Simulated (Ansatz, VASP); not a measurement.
**NaI: VASP beside Ansatz**

```
Na I
1.0
     0.00000    3.26410    3.26410
     3.26410    0.00000    3.26410
     3.26410    3.26410    0.00000
Na I
1 1
Direct
  0.00000 0.00000 0.00000
  0.50000 0.50000 0.50000
```

Alike in both runs: task single point; functional PBE; k mesh 6 × 6 × 6; no spin polarisation.

|  | VASP | Ansatz |
| --- | --- | --- |
| version | VASP 6.6.1 | Ansatz 0.2.0 |
| potentials or method | VASP PAW PBE potentials, release 64 (Na_pv, I) | plane waves, PAW |
| plane-wave cutoff (eV) | 500 | 420 |
| occupations | gaussian, width 0.01 eV | fixed |
| valence electrons in the cell | 14 | 26 |

|  | VASP | Ansatz | Ansatz less VASP |
| --- | --- | --- | --- |
| gap on the k mesh at the Fermi level (eV) | 3.57 | 3.58 | +0.003 |
| pressure (GPa) | 0.0 | 0.0 | 0.00 |

VASP's potentials hold 14 valence electrons a cell and Ansatz's 26, so a difference there can come from the potentials and not from the codes.

Neither program's run includes spin-orbit coupling.
